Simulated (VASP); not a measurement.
# SrO (rock salt type) (Fm-3m) in VASP: a series of runs

SrO (rock salt type) is run at these levels: PBE, r2SCAN; tasks: single point.

Everything below comes from runs of VASP 6.6.1. Logs are shortened: lines on timing, memory, paths and dates and some standing lists are left out, and cuts for length are marked.

## Step 1: The cell of the first run

Symmetry: Fm-3m, No. 225, cubic system. The conventional cell has a = 5.264 Å, b = 5.264 Å, c = 5.264 Å, α = 90.00°, β = 90.00°, γ = 90.00°. Within 3.5 Å of Sr (site symmetry m-3m) lie 6 O at 2.63 Å. O (site symmetry m-3m) has 6 Sr at 2.63 Å within 3.5 Å.

## Step 2: Single point, PBE

File INCAR:

```
SYSTEM = SrO
PREC = Accurate
ENCUT = 520
EDIFF = 1E-6
ISMEAR = -1
SIGMA = 0.06122561905347299
LREAL = .False.
LASPH = .True.
NELM = 80
ALGO = Normal
ISIF = 2
LWAVE = .False.
LCHARG = .True.
GGA = PE
LELF = .True.
LVHAR = .True.
NBANDS = 15
```

File KPOINTS:

```
Automatic mesh
0
Gamma
  36 36 36
  0 0 0
```

File POSCAR:

```
SrO
1.0
    0.0000000000      2.6318106655      2.6318106655
    2.6318106655      0.0000000000      2.6318106655
    2.6318106655      2.6318106655      0.0000000000
Sr O
1 1
Direct
    0.0000000000      0.0000000000      0.0000000000
    0.5000000000      0.5000000000      0.5000000000
```

Potentials or basis: VASP PAW PBE potentials, release 64 (Sr_sv, O).

Run with:

```sh
cat potpaw_PBE.64/Sr_sv/POTCAR potpaw_PBE.64/O/POTCAR > POTCAR
mpirun -np 1 vasp_std > vasp.out
```

OUTCAR:

```text
SYSTEM = SrO
   PREC = Accurate
   ENCUT = 520
   EDIFF = 1E-6
   ISMEAR = -1
   LREAL = .False.
   LASPH = .True.
   NELM = 80
   ISIF = 2
   GGA = PE

 ion  position               nearest neighbor table
   1  0.000  0.000  0.000-   2 2.63   2 2.63   2 2.63   2 2.63   2 2.63   2 2.63
   2  0.500  0.500  0.500-   1 2.63   1 2.63   1 2.63   1 2.63   1 2.63   1 2.63

  LATTYP: Found a face centered cubic cell.
 ALAT       =     5.2636213310

  Lattice vectors:

 A1 = (   0.0000000000,   2.6318106655,   2.6318106655)
 A2 = (   2.6318106655,   0.0000000000,   2.6318106655)
 A3 = (   2.6318106655,   2.6318106655,   0.0000000000)

Analysis of symmetry for initial positions (statically):
=====================================================================
 Subroutine PRICEL returns:
 Original cell was already a primitive cell.

 Routine SETGRP: Setting up the symmetry group for a
 face centered cubic supercell.

 Subroutine GETGRP returns: Found 48 space group operations
 (whereof 48 operations were pure point group operations)
 out of a pool of 48 trial point group operations.

The static configuration has the point symmetry O_h .

Analysis of symmetry for dynamics (positions and initial velocities):
=====================================================================
 Subroutine PRICEL returns:
 Original cell was already a primitive cell.

 Routine SETGRP: Setting up the symmetry group for a
 face centered cubic supercell.

 Subroutine GETGRP returns: Found 48 space group operations
 (whereof 48 operations were pure point group operations)
 out of a pool of 48 trial point group operations.

The dynamic configuration has the point symmetry O_h .

 Subroutine INISYM returns: Found 48 space group operations
 (whereof 48 operations are pure point group operations),
 and found     1 'primitive' translations

----------------------------------------------------------------------------------------

                                     Primitive cell

  volume of cell :      36.4581

  direct lattice vectors                    reciprocal lattice vectors
     0.000000000  2.631810666  2.631810666    -0.189983271  0.189983271  0.189983271
     2.631810666  0.000000000  2.631810666     0.189983271 -0.189983271  0.189983271
     2.631810666  2.631810666  0.000000000     0.189983271  0.189983271 -0.189983271

  length of vectors
     3.721942337  3.721942337  3.721942337     0.329060679  0.329060679  0.329060679

[... 89 lines left out ...]
   TEBEG  =    0.0;   TEEND  =   0.0 temperature during run
   PSTRESS=    0.0 pullay stress
   NELECT =      16.0000    total number of electrons
   NUPDOWN=      -1.0000    fix difference up-down
   EMIN   =  10.00;   EMAX   =-10.00  energy-range for DOS
   EFERMI =   0.00;   METHOD = LEGACY
   ISMEAR =    -1;   SIGMA  =   0.06  broadening in eV -4-tet -1-fermi 0-gaus
   EFERMI_NEDOS =   21; number of points for ismear=-14 and -15
   IALGO  =     38    algorithm
   IMIX   =      4    mixing-type and parameters
     AMIX     =   0.40;   BMIX     =  1.00
     AMIX_MAG =   1.60;   BMIX_MAG =  1.00
  volume/ion in A,a.u.               =      18.23       123.02
  Fermi-wavevector in a.u.,A,eV,Ry     =   1.244085  2.350980 21.058396  1.547748
  Thomas-Fermi vector in A             =   2.378368
   LORBIT       =      0    0 simple, 1 ext, 2 COOP (PROOUT), +10 PAW based schemes
   GGA     = PE    functional components
   LHFCALC =     F    Hartree Fock is set to
   AEXX    =    0.0000 exact exchange contribution
   IVDW    =     0    specifies the selected vdW correction
   LEPSILON=     F    determine dielectric tensor
   LRPA    =     F    only Hartree local field effects (RPA)
 non-spin polarized calculation
  energy-cutoff  :      520.00
  volume of cell :       36.46
 maximum number of plane-waves:      1002
   NGX = 13   NGY = 13   NGZ = 13

 number of electron      16.0000006 magnetization

 Free energy of the ion-electron system (eV)
  ---------------------------------------------------
  ext. energy  EPLUGINS =         0.00000000
  ---------------------------------------------------
  free energy    TOTEN  =       -12.04576528 eV

  energy without entropy =      -12.04576528  energy(sigma->0) =      -12.04576528

 E-fermi :   2.5826     XC(G=0):  -9.7000

 val. band max:        1.3459423638   @ k =   0.0000   0.0000   0.0000
 cond. band min:       4.6392986550   @ k =   0.5000   0.5000   0.0000
 fundamental gap:      3.2933562912
 Fermi energy:         2.5826115609

 k-point     1 :       0.0000    0.0000    0.0000
  band No.  band energies     occupation
      1     -31.2997      2.00000
      2     -13.6559      2.00000
      3     -13.0017      2.00000
      4     -13.0017      2.00000
      5     -13.0017      2.00000
      6       1.3459      2.00000
      7       1.3459      2.00000
      8       1.3459      2.00000
      9       4.8477      0.00000
     10       7.3955      0.00000
     11       7.3955      0.00000
     12       7.3955      0.00000
     13       9.4095      0.00000
     14       9.4095      0.00000
[... 401 lines left out ...]
      2     -14.0720      2.00000
      3     -13.0202      2.00000
      4     -13.0110      2.00000
      5     -12.6239      2.00000
      6       0.8496      2.00000
      7       1.1477      2.00000
      8       1.1895      2.00000
      9       5.5842      0.00000
     10       7.1916      0.00000
     11       7.6999      0.00000
     12       7.7671      0.00000
     13       9.7463      0.00000
     14       9.8758      0.00000
     15      14.7293      0.00000

 [... further k-points ...]

------------------------ aborting loop because EDIFF is reached ----------------------------------------

  FORCE on cell =-STRESS in cart. coord.  units (eV):
  Direction    XX          YY          ZZ          XY          YZ          ZX
  --------------------------------------------------------------------------------------
  -------------------------------------------------------------------------------------
  Total       -0.5973386     -0.5973386     -0.5973386     -0.0000000     -0.0000000      0.0000000
  in kB      -26.2504791    -26.2504791    -26.2504791     -0.0000000     -0.0000000      0.0000000
  external PRESSURE =     -26.2504791 kB  Pullay stress =       0.0000000 kB

 VOLUME and BASIS-vectors are now :
 -----------------------------------------------------------------------------
  energy-cutoff  :      520.00
  volume of cell :       36.46
      direct lattice vectors                 reciprocal lattice vectors
     0.000000000  2.631810666  2.631810666    -0.189983271  0.189983271  0.189983271
     2.631810666  0.000000000  2.631810666     0.189983271 -0.189983271  0.189983271
     2.631810666  2.631810666  0.000000000     0.189983271  0.189983271 -0.189983271

 POSITION                                       TOTAL-FORCE (eV/Angst)
 -----------------------------------------------------------------------------------
      0.00000      0.00000      0.00000         0.000000     -0.000000      0.000000
      2.63181      2.63181      2.63181        -0.000000      0.000000     -0.000000
 -----------------------------------------------------------------------------------
    total drift:                                0.000000      0.000000      0.000000

  FREE ENERGIE OF THE ION-ELECTRON SYSTEM (eV)
  ---------------------------------------------------
  free  energy   TOTEN  =       -12.0457652831 eV

  energy  without entropy=      -12.0457652830  energy(sigma->0) =      -12.04576528
```

stdout:

```text
POSCAR found type information on POSCAR SrO
 POSCAR found :  2 types and       2 ions
 scaLAPACK will be used
 LDA part: xc-table for (Slater+PW92), standard interpolation
 POSCAR, INCAR and KPOINTS ok, starting setup
 FFT: planning ... GRIDC
 FFT: planning ... GRID_SOFT
 FFT: planning ... GRID
 WAVECAR not read
 entering main loop
```

It took 3.7 min on 1 thread of Intel Xeon 6975P-C (Granite Rapids), shared host; peak memory 0.73 GiB.

Results:

- Free energy: -12.0458 eV
- Pressure: -2.6 GPa
- Band gap on the k mesh: 3.29 eV (least direct gap 3.42 eV)

Levels at points of the mesh, in eV from the valence-band top:
```
           k point  band 6  band 7  band 8  band 9  band 10  band 11
(0.00, 0.00, 0.00)    0.00    0.00    0.00    3.50     6.05     6.05
(0.50, 0.00, 0.00)   -2.04   -1.01   -1.01    6.25     7.90     8.45
(0.50, 0.50, 0.00)   -0.54   -0.13   -0.13    3.29     7.29     9.71
```

## Step 3: Single point, r2SCAN

This run uses another cell than the first one, of 16.13 Å³/atom.

File POSCAR:

```
SrO
1.0
    0.0000000000      2.5264234200      2.5264234200
    2.5264234200      0.0000000000      2.5264234200
    2.5264234200      2.5264234200      0.0000000000
Sr O
1 1
Direct
    0.0000000000      0.0000000000      0.0000000000
    0.5000000000      0.5000000000      0.5000000000
```

File INCAR.step1:

```
SYSTEM = SrO
PREC = Accurate
ENCUT = 520
ISMEAR = -1
SIGMA = 0.1
LREAL = .False.
LASPH = .True.
NELM = 60
NBANDS = 15
GGA = PE
ALGO = Normal
EDIFF = 1E-4
LWAVE = .True.
LCHARG = .False.
```

File INCAR.step2:

```
SYSTEM = SrO
PREC = Accurate
ENCUT = 520
EDIFF = 1E-7
ISMEAR = -1
SIGMA = 0.1
LREAL = .False.
LASPH = .True.
NELM = 60
ALGO = Normal
ISIF = 2
LWAVE = .False.
LCHARG = .False.
METAGGA = R2SCAN
LMIXTAU = .True.
NBANDS = 15
ISTART = 1
```

File KPOINTS:

```
Automatic mesh
0
Gamma
  11 11 11
  0 0 0
```

Potentials or basis: VASP PAW PBE potentials, release 64 (Sr_sv, O).

Run with:

```sh
cat potpaw_PBE.64/Sr_sv/POTCAR potpaw_PBE.64/O/POTCAR > POTCAR
cp INCAR.step1 INCAR
mpirun -np 1 vasp_std > vasp.out
cp INCAR.step2 INCAR
mpirun -np 1 vasp_std > vasp.out
```

OUTCAR:

```text
SYSTEM = SrO
   PREC = Accurate
   ENCUT = 520
   EDIFF = 1E-7
   ISMEAR = -1
   LREAL = .False.
   LASPH = .True.
   NELM = 60
   ISIF = 2
   METAGGA = R2SCAN
   ISTART = 1

 ion  position               nearest neighbor table
   1  0.000  0.000  0.000-   2 2.53   2 2.53   2 2.53   2 2.53   2 2.53   2 2.53
   2  0.500  0.500  0.500-   1 2.53   1 2.53   1 2.53   1 2.53   1 2.53   1 2.53

  LATTYP: Found a face centered cubic cell.
 ALAT       =     5.0528468400

  Lattice vectors:

 A1 = (   0.0000000000,   2.5264234200,   2.5264234200)
 A2 = (   2.5264234200,   0.0000000000,   2.5264234200)
 A3 = (   2.5264234200,   2.5264234200,   0.0000000000)

Analysis of symmetry for initial positions (statically):
=====================================================================
 Subroutine PRICEL returns:
 Original cell was already a primitive cell.

 Routine SETGRP: Setting up the symmetry group for a
 face centered cubic supercell.

 Subroutine GETGRP returns: Found 48 space group operations
 (whereof 48 operations were pure point group operations)
 out of a pool of 48 trial point group operations.

The static configuration has the point symmetry O_h .

Analysis of symmetry for dynamics (positions and initial velocities):
=====================================================================
 Subroutine PRICEL returns:
 Original cell was already a primitive cell.

 Routine SETGRP: Setting up the symmetry group for a
 face centered cubic supercell.

 Subroutine GETGRP returns: Found 48 space group operations
 (whereof 48 operations were pure point group operations)
 out of a pool of 48 trial point group operations.

The dynamic configuration has the point symmetry O_h .

 Subroutine INISYM returns: Found 48 space group operations
 (whereof 48 operations are pure point group operations),
 and found     1 'primitive' translations

[... 120 lines left out ...]
   LHFCALC =     F    Hartree Fock is set to
   AEXX    =    0.0000 exact exchange contribution
   IVDW    =     0    specifies the selected vdW correction
   LEPSILON=     F    determine dielectric tensor
   LRPA    =     F    only Hartree local field effects (RPA)
 non-spin polarized calculation
  energy-cutoff  :      520.00
  volume of cell :       32.25
 maximum number of plane-waves:       893
   NGX = 13   NGY = 13   NGZ = 13

 number of electron      15.9999996 magnetization

 Free energy of the ion-electron system (eV)
  ---------------------------------------------------
  ext. energy  EPLUGINS =         0.00000000
  ---------------------------------------------------
  free energy    TOTEN  =       -27.00421298 eV

  energy without entropy =      -27.00421298  energy(sigma->0) =      -27.00421298

 E-fermi :   3.6048     XC(G=0): -10.8596

 val. band max:        1.5945600320   @ k =   0.0000   0.0000   0.0000
 cond. band min:       5.3442015774   @ k =   0.4545   0.4545   0.0000
 fundamental gap:      3.7496415454
 Fermi energy:         3.6047708109

 k-point     1 :       0.0000    0.0000    0.0000
  band No.  band energies     occupation
      1     -31.6949      2.00000
      2     -14.4975      2.00000
      3     -12.6571      2.00000
      4     -12.6571      2.00000
      5     -12.6571      2.00000
      6       1.5946      2.00000
      7       1.5946      2.00000
      8       1.5946      2.00000
      9       6.6617      0.00000
     10       8.4880      0.00000
     11       8.4880      0.00000
     12       8.4880      0.00000
     13      10.9313      0.00000
     14      10.9313      0.00000
[... 401 lines left out ...]
      2     -15.4260      2.00000
      3     -12.9369      2.00000
      4     -12.6776      2.00000
      5     -11.9277      2.00000
      6       0.0661      2.00000
      7       0.6300      2.00000
      8       1.3091      2.00000
      9       8.0313      0.00000
     10       9.0853      0.00000
     11       9.7058      0.00000
     12      10.8231      0.00000
     13      12.8225      0.00000
     14      13.3018      0.00000
     15      19.3654      0.00000

 [... further k-points ...]

------------------------ aborting loop because EDIFF is reached ----------------------------------------

  FORCE on cell =-STRESS in cart. coord.  units (eV):
  Direction    XX          YY          ZZ          XY          YZ          ZX
  --------------------------------------------------------------------------------------
  -------------------------------------------------------------------------------------
  Total        1.5050530      1.5050530      1.5050530     -0.0000000     -0.0000000      0.0000000
  in kB       74.7676880     74.7676880     74.7676880     -0.0000000     -0.0000000      0.0000000
  external PRESSURE =      74.7676880 kB  Pullay stress =       0.0000000 kB

 VOLUME and BASIS-vectors are now :
 -----------------------------------------------------------------------------
  energy-cutoff  :      520.00
  volume of cell :       32.25
      direct lattice vectors                 reciprocal lattice vectors
     0.000000000  2.526423420  2.526423420    -0.197908235  0.197908235  0.197908235
     2.526423420  0.000000000  2.526423420     0.197908235 -0.197908235  0.197908235
     2.526423420  2.526423420  0.000000000     0.197908235  0.197908235 -0.197908235

 POSITION                                       TOTAL-FORCE (eV/Angst)
 -----------------------------------------------------------------------------------
      0.00000      0.00000      0.00000         0.000000      0.000000     -0.000000
      2.52642      2.52642      2.52642         0.000000     -0.000000      0.000000
 -----------------------------------------------------------------------------------
    total drift:                                0.000000      0.000000      0.000000

  FREE ENERGIE OF THE ION-ELECTRON SYSTEM (eV)
  ---------------------------------------------------
  free  energy   TOTEN  =       -27.0042129777 eV

  energy  without entropy=      -27.0042129764  energy(sigma->0) =      -27.00421298
```

OUTCAR.step1:

```text
SYSTEM = SrO
   PREC = Accurate
   ENCUT = 520
   ISMEAR = -1
   LREAL = .False.
   LASPH = .True.
[... 652 lines left out ...]
      0.00000      0.00000      0.00000         0.000000      0.000000      0.000000
      2.52642      2.52642      2.52642        -0.000000     -0.000000     -0.000000
 -----------------------------------------------------------------------------------
    total drift:                                0.000000      0.000000      0.000000

  FREE ENERGIE OF THE ION-ELECTRON SYSTEM (eV)
  ---------------------------------------------------
  free  energy   TOTEN  =       -11.9733195403 eV

  energy  without entropy=      -11.9733195273  energy(sigma->0) =      -11.97331953
```

OSZICAR.step1:

```text
N       E                     dE             d eps       ncg     rms          rms(c)
DAV:   1     0.674146566643E+02    0.67415E+02   -0.84625E+03  1680   0.105E+03
DAV:   2    -0.111022847700E+02   -0.78517E+02   -0.71789E+02  2319   0.222E+02
DAV:   3    -0.141380325134E+02   -0.30357E+01   -0.30209E+01  2120   0.392E+01
DAV:   4    -0.141926164471E+02   -0.54584E-01   -0.54574E-01  2177   0.520E+00
DAV:   5    -0.141939474987E+02   -0.13311E-02   -0.13310E-02  2053   0.655E-01    0.182E+01
DAV:   6    -0.121038724271E+02    0.20901E+01   -0.64685E+00  1729   0.200E+01    0.215E+01
DAV:   7    -0.119819760731E+02    0.12190E+00   -0.26033E-01  2135   0.466E+00    0.125E+01
DAV:   8    -0.119710620449E+02    0.10914E-01   -0.10988E-01  2268   0.328E+00    0.615E-01
DAV:   9    -0.119727033050E+02   -0.16413E-02   -0.52181E-03  2130   0.471E-01    0.228E-01
DAV:  10    -0.119731880962E+02   -0.48479E-03   -0.46334E-04  1785   0.195E-01    0.694E-02
DAV:  11    -0.119733037869E+02   -0.11569E-03   -0.10535E-04  1580   0.780E-02    0.297E-02
DAV:  12    -0.119733195403E+02   -0.15753E-04   -0.28067E-05  1281   0.391E-02
   1 F= -.11973320E+02 E0= -.11973320E+02  d E =-.129893E-07
```

Wall time 3.3 min (1 thread of Intel Xeon 8259CL, shared host); peak memory 0.18 GiB.

Results:

```
Free energy            : -27.0042 eV
Pressure               : 7.5 GPa
Band gap on the k mesh : 3.75 eV (least direct gap 3.80 eV)
```

Caveat: the cell stands under pressure; the PAW data sets were made with another functional, which shifts forces and pressure a little; an odd mesh through Γ misses points on the zone boundary, where band edges can lie.
